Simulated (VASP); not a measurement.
The system is AlSn.

```
Al Sn
1.0
     4.19811    0.00000    0.00000
    -2.09905    3.63567    0.00000
     0.00000    0.00000    3.30685
Al Sn
1 1
Direct
  0.00000 0.00000 0.00000
  0.33333 0.66667 0.50000
```

```yaml
Program: VASP 6.6.1
Task: relaxation of cell and atoms
Functional: PBEsol
Potentials_or_basis: VASP PAW PBE potentials, release 64 (Al, Sn_d)
Cutoff: 600 eV
k_mesh: 11 × 11 × 12
Occupations: fermi-dirac, width 0.05 eV
Spin: no spin polarisation
```

At the start: pressure -2.1 GPa; volume 25.24 Å³/atom.

**Question.** How do energy, volume and symmetry change on relaxing?

**Answer.** Over 13 steps the energy falls by 9.1 meV/atom and the volume is 24.35 Å³/atom (-3.5 %); space group P-6m2 (No. 187, to 0.1 Å) before and after.

Step by step:
```csv
step,energy change (eV),largest force (eV/Å),pressure (GPa),volume (Å³)
1,0.0000,0.0000,-2.05,50.47
2,-0.0144,0.0000,0.47,48.15
3,-0.0147,0.0000,0.11,48.44
4,-0.0155,0.0000,0.07,48.49
5,-0.0175,0.0000,-0.02,48.65
6,-0.0151,0.0000,-0.07,48.93
7,-0.0180,0.0000,-0.01,48.71
8,-0.0181,0.0000,-0.06,48.79
9,-0.0182,0.0000,-0.05,48.75
10,-0.0182,0.0000,-0.04,48.76
11,-0.0182,0.0000,-0.04,48.77
12,-0.0182,0.0000,0.11,48.67
13,-0.0182,0.0000,-0.01,48.71
```

Final structure:
```
Al Sn
1.0
     4.21082    0.00000    0.00000
    -2.10541    3.64667    0.00000
     0.00000    0.00000    3.17213
Al Sn
1 1
Direct
  0.00000 0.00000 0.00000
  0.33333 0.66667 0.50000
```

Caveat: the PAW data sets were made with another functional, which shifts forces and pressure a little.
